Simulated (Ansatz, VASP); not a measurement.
Hf2N: VASP beside Ansatz

```xyz
6
Lattice="5.2524 0.0000 0.0000 0.0000 5.2524 0.0000 0.0000 0.0000 3.2015" Properties=species:S:1:pos:R:3 pbc="T T T"
Hf    1.5509    1.5509    0.0000
Hf    3.7015    3.7015    0.0000
Hf    4.1771    1.0753    1.6007
Hf    1.0753    4.1771    1.6007
N     0.0000    0.0000    0.0000
N     2.6262    2.6262    1.6007
```

Alike in both runs: task electric field gradients; functional LDA; k mesh 8 × 8 × 12; occupations fermi-dirac, width 0.15 eV; no spin polarisation.

|  | VASP | Ansatz |
| --- | --- | --- |
| version | VASP 6.6.1 | Ansatz 0.2.0 |
| potentials or method | VASP PAW LDA potentials, release 64 (Hf_pv, N), cutoff 520 eV | scalar-relativistic, plane waves, PAW |
| valence electrons in the cell | 50 | 114 |

Ansatz gave:

* gap on the k mesh at the Fermi level (eV): none
* pressure (GPa): 0.0
* traceless stress, the component that is largest in VASP (GPa): 0.00
* size of Vzz on the site where it differs most (V/Å²): 237.2

Q: Estimate VASP's values.

A: gap on the k mesh at the Fermi level (eV): none; pressure (GPa): -0.2; traceless stress, the component that is largest in VASP (GPa): -0.10; size of Vzz on the site where it differs most (V/Å²): 222.3.

LDA's correlation is that of Perdew and Zunger in VASP and of Perdew and Wang (1992) in Ansatz. A gap of «none» marks a metal or a gap that the smearing closes. VASP's potentials hold 50 valence electrons a cell and Ansatz's 114, so a difference there can come from the potentials and not from the codes.

Spin-orbit coupling is off throughout.
